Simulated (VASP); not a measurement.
Input of a VASP 6.6.1 run:

Contents of POSCAR:

```
Ti
1.0
    0.0000000000      2.0300000000      2.0300000000
    2.0300000000      0.0000000000      2.0300000000
    2.0300000000      2.0300000000      0.0000000000
Ti
1
Direct
    0.0000000000      0.0000000000      0.0000000000
```

INCAR.step1

```
PREC     = Accurate       # precision mode
ENCUT    = 520            # plane-wave cutoff, eV
ISMEAR   = 0              # smearing method
SIGMA    = 0.1            # smearing width, eV
LREAL    = False          # projectors in reciprocal space
LASPH    = True           # aspherical terms in the spheres
NELM     = 60             # most SCF steps
NBANDS   = 12             # bands
GGA      = PE             # functional
ALGO     = Normal         # electronic algorithm
EDIFF    = 1E-4           # SCF threshold, eV
LWAVE    = True           # write WAVECAR
LCHARG   = False          # write CHGCAR
```

File INCAR.step2:

```
PREC     = Accurate       # precision mode
ENCUT    = 520            # plane-wave cutoff, eV
EDIFF    = 1E-6           # SCF threshold, eV
ISMEAR   = 0              # smearing method
SIGMA    = 0.1            # smearing width, eV
LREAL    = False          # projectors in reciprocal space
LASPH    = True           # aspherical terms in the spheres
NELM     = 60             # most SCF steps
ALGO     = Normal         # electronic algorithm
ISIF     = 2              # what is computed and relaxed
LWAVE    = False          # write WAVECAR
LCHARG   = True           # write CHGCAR
METAGGA  = R2SCAN         # meta-GGA
LMIXTAU  = True         
LELF     = True           # ELF
LVHAR    = True         
NBANDS   = 12             # bands
ISTART   = 1
```

Contents of KPOINTS:

```
regular mesh
0
Gamma
  18 18 18
```

Potentials or basis: VASP PAW PBE potentials, release 64 (Ti_sv).

The run is started by

```sh
$ cat potpaw_PBE.64/Ti_sv/POTCAR > POTCAR
$ cp INCAR.step1 INCAR
$ mpirun -np 1 vasp_std > vasp.out
$ cp INCAR.step2 INCAR
$ mpirun -np 1 vasp_std > vasp.out
```

Task: Estimate the pressure.

Result: 4.8 GPa.

Task: Estimate the band gap on the k mesh.

Result: Zero (band 6 reaches 9.67 eV, above the bottom of band 7 at 8.19 eV).

Caveat: the PAW data sets were made with another functional, which shifts forces and pressure a little.
